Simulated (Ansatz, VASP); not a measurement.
## One calculation of Sn, two programs

The input INCAR:

```
SYSTEM = Sn
ALGO = Normal ; EDIFF = 1E-7
ENCUT = 520 ; GGA = PS
ISIF = 2 ; ISMEAR = 0
IVDW = 12 ; LASPH = .True.
LCHARG = .False. ; LREAL = .False.
LWAVE = .False. ; NBANDS = 13
NELM = 100 ; PREC = Accurate
SIGMA = 0.15
```

The input KPOINTS:

```
k-points
0
Gamma
  18 18 18
  0 0 0
```

Contents of POSCAR:

```
Sn
1.0
   -1.8946518192      1.8946518192      1.8946518192
    1.8946518192     -1.8946518192      1.8946518192
    1.8946518192      1.8946518192     -1.8946518192
Sn
1
Direct
    0.0000000000      0.0000000000      0.0000000000
```

Input for Ansatz:

```yaml
crystal:
  lattice:
    - [-1.8946518192, 1.8946518192, 1.8946518192]
    - [1.8946518192, -1.8946518192, 1.8946518192]
    - [1.8946518192, 1.8946518192, -1.8946518192]
  atoms:
    - { symbol: Sn, position: [0.0, 0.0, 0.0] }
basis:
  ecutwfc: 420
kpoints:
  mp_grid: { grid: [18, 18, 18] }
hamiltonian:
  xc: pbesol
  dispersion: d3bj
scf:
  occupations: { method: gaussian, width: 0.15 }
output:
  forces: true
  stress: true
  eigenvalues: true
```

Alike in both runs: task single point; functional PBEsol; dispersion D3(BJ); k mesh 18 × 18 × 18; occupations gaussian, width 0.15 eV; no spin polarisation.

|  | VASP | Ansatz |
| --- | --- | --- |
| version | VASP 6.6.1 | Ansatz 0.2.0 |
| potentials or method | VASP PAW PBE potentials, release 64 (Sn_d), cutoff 520 eV | scalar-relativistic, plane waves, PAW |
| valence electrons in the cell | 14 | 14 |

Ansatz gave:

- gap on the k mesh at the Fermi level (eV): none
- pressure (GPa): -4.3

Problem. Which values does VASP return?

Solution. gap on the k mesh at the Fermi level (eV): none; pressure (GPa): -4.4.

VASP's potentials were made for PBE, not for PBEsol. A gap of «none» marks a metal or a gap that the smearing closes.
